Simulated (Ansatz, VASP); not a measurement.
# Lu: VASP beside Ansatz

```
Lu
1.0
    -1.90859    1.90859    1.90859
     1.90859   -1.90859    1.90859
     1.90859    1.90859   -1.90859
Lu
1
Direct
  0.00000 0.00000 0.00000
```

Alike in both runs: task single point; functional BLYP; k mesh 13 × 13 × 13; occupations fermi-dirac, width 0.1 eV; no spin polarisation.

|  | VASP | Ansatz |
| --- | --- | --- |
| version | VASP 6.6.1 | Ansatz 0.2.0 |
| potentials or method | VASP PAW PBE potentials, release 64 (Lu), cutoff 520 eV | plane waves (420 eV) with PAW, scalar-relativistic |
| valence electrons in the cell | 25 | 25 |

Ansatz gave:

| Item | Value |
| --- | --- |
| pressure (GPa) | 4.0 |

Estimate VASP's values.

pressure (GPa): 4.3.

VASP's potentials were made for PBE, not for BLYP. The functional is the same, so the differences come from potentials, cutoffs and numerics.

Neither program's run includes spin-orbit coupling.
